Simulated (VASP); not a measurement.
A run of VASP 6.6.1 is set up as follows.

INCAR

```
SYSTEM = V
PREC = Accurate
ENCUT = 520
EDIFF = 1E-6
ISMEAR = -1
SIGMA = 1.0
LREAL = .FALSE.
LASPH = .TRUE.
NELM = 60
ALGO = Normal
ISIF = 2
LWAVE = .FALSE.
LCHARG = .TRUE.
GGA = PE
LELF = .TRUE.
LVHAR = .TRUE.
NBANDS = 12
```

File KPOINTS:

```
regular mesh
0
G
  15 15 15
  0 0 0
```

Contents of POSCAR:

```
V
1.0
   -1.4991761207      1.4991761207      1.4991761207
    1.4991761207     -1.4991761207      1.4991761207
    1.4991761207      1.4991761207     -1.4991761207
V
1
Direct
    0.0000000000      0.0000000000      0.0000000000
```

Potentials or basis: VASP PAW PBE potentials, release 64 (V_sv).

The run is started by

```sh
$ cat potpaw_PBE.64/V_sv/POTCAR > POTCAR
$ mpirun -np 1 vasp_std > vasp.out
```

(1) What does it give for the pressure?

## Answers

(1) 27.6 GPa.
